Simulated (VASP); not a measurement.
Write the native input for VASP 6.6.1 that does the following.

| Quantity | Value |
| --- | --- |
| Task | single point |
| Functional | PBE |
| Potentials or basis | VASP PAW PBE potentials, release 64 (C) |
| Cutoff | 520 eV |
| k mesh | 1 × 1 × 1 |
| Occupations | fermi-dirac, width 0.02 eV |
| Spin | no spin polarisation |
| Dipole correction | no |
| Further INCAR settings | LREAL = Auto; ALGO = Normal; EDIFF = 1e-06; NBANDS = 86; NELMDL = -8 |

The structure of C lies in POSCAR:

```
C
1.0
    9.8640000000      0.0000000000      0.0000000000
   -4.9320000000      8.5424750000      0.0000000000
    0.0000000000      0.0000000000     13.0000000000
C
32
Direct
    0.0054750013      0.0088616004      0.0736000000
    0.1668940317      0.0844368874      0.0771384615
    0.0104250657      0.2514259626      0.0606384615
    0.1780426225      0.3269895434      0.0708538462
    0.0046840328      0.5047249187      0.0876923077
    0.1662736516      0.5850412205      0.0775923077
    0.0079117399      0.7565371862      0.0933153846
    0.1644711872      0.8404590005      0.0649692308
    0.2501571570      0.0105941194      0.0573846154
    0.4146000952      0.0822010015      0.0800384615
    0.2593074844      0.2628161042      0.0835769231
    0.4069315451      0.3329831226      0.0778846154
    0.2590179846      0.4952663016      0.0637846154
    0.4213940809      0.5798319574      0.0616153846
    0.2423821581      0.7514918100      0.0628923077
    0.4016833416      0.8360106409      0.0633230769
    0.4857778441     -0.0028563151      0.0708000000
    0.6537861635      0.0760435354      0.0777846154
    0.4876072444      0.2445778302      0.0927769231
    0.6762051014      0.3327021736      0.0956538462
    0.5098529155      0.5019037223      0.0609692308
    0.6651941067      0.5843622604      0.0738923077
    0.4963635583      0.7450182763      0.0527230769
    0.6658339374      0.8203945578      0.0804076923
    0.7452023603     -0.0086625949      0.0957846154
    0.9208952431      0.0840857012      0.0754538462
    0.7494729937      0.2502436355      0.0797538462
    0.9111910209      0.3330065350      0.0891769231
    0.7466968571      0.4971041765      0.0955692308
    0.9216369555      0.5870898071      0.1034692308
    0.7513581387      0.7432272263      0.0712615385
    0.9199531356      0.8354253305      0.0897538462
```

One way to write it, as run:

INCAR

```
PREC = Accurate
ENCUT = 520
EDIFF = 1E-6
ISMEAR = -1
SIGMA = 0.02
LREAL = Auto
LASPH = T
NELM = 120
ALGO = Normal
ISIF = 2
LWAVE = F
LCHARG = F
GGA = PE
NBANDS = 86
GGA_COMPAT = F
NELMDL = -8
```

KPOINTS

```
Automatic mesh
0
Gamma
  1 1 1
```

Potentials or basis: VASP PAW PBE potentials, release 64 (C).

Run with:

```console
$ cat potpaw_PBE.64/C/POTCAR > POTCAR
$ mpirun -np 1 vasp_gam > vasp.out
```

Results of the run:

| Item | Value |
| --- | --- |
| Largest force | 11.449 eV/Å |
| Band gap on the k mesh | 3.01 eV |

Caveat: the k points lie up to 0.74 Å⁻¹ apart.

Wall time 3.5 min on 1 thread of Intel(R) Xeon(R) Platinum 8375C CPU @ 2.90GHz (Ice Lake) (shared host), peak memory 1 GiB.
